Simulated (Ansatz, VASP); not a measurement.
**TiAl: VASP beside Ansatz**

INCAR

```
PREC = Accurate
ENCUT = 520
EDIFF = 1E-6
ISMEAR = 0
SIGMA = 0.15
LREAL = False
LASPH = True
NELM = 80
ALGO = Fast
ISIF = 2
LWAVE = False
LCHARG = False
GGA = CA
NBANDS = 14
```

The input KPOINTS:

```
Automatic mesh
0
Gamma
  16 16 16
```

The input POSCAR:

```
TiAl
1.0
    3.3062265600      0.0000000000      0.0000000000
    0.0000000000      3.3062265600      0.0000000000
    0.0000000000      0.0000000000      2.9247388800
Ti Al
1 1
Direct
    0.0000000000      0.0000000000      0.0000000000
    0.5000000000      0.5000000000      0.5000000000
```

Input for Ansatz:

```yaml
crystal:
  lattice:
    - [3.30622656, 0.0, 0.0]
    - [0.0, 3.30622656, 0.0]
    - [0.0, 0.0, 2.92473888]
  atoms:
    - { symbol: Ti, position: [0.0, 0.0, 0.0] }
    - { symbol: Al, position: [0.5, 0.5, 0.5] }
basis:
  ecutwfc: 420
kpoints:
  mp_grid: { grid: [16, 16, 16] }
hamiltonian:
  xc: lda
scf:
  occupations: { method: gaussian, width: 0.15 }
output:
  forces: true
  stress: true
  eigenvalues: true
```

Change from the starting cell: strain +0.040 along x and y, -0.080 along z, atoms carried along.

Alike in both runs: task single point; functional LDA; k mesh 16 × 16 × 16; occupations gaussian, width 0.15 eV; no spin polarisation.

```csv
,VASP,Ansatz
version,VASP 6.6.1,Ansatz 0.2.0
potentials or method,"VASP PAW LDA potentials, release 64 (Ti_sv, Al), cutoff 520 eV","scalar-relativistic, plane waves, PAW"
valence electrons in the cell,15,15
```

Ansatz gave:

| Quantity | Value |
| --- | --- |
| gap on the k mesh at the Fermi level (eV) | none |
| pressure (GPa) | -4.9 |
| traceless stress, the component that is largest in VASP (GPa) | -1.15 |

Estimate VASP's values.

gap on the k mesh at the Fermi level (eV): none; pressure (GPa): -4.7; traceless stress, the component that is largest in VASP (GPa): -1.16.

LDA's correlation is that of Perdew and Zunger in VASP and of Perdew and Wang (1992) in Ansatz. A gap of «none» marks a metal or a gap that the smearing closes.
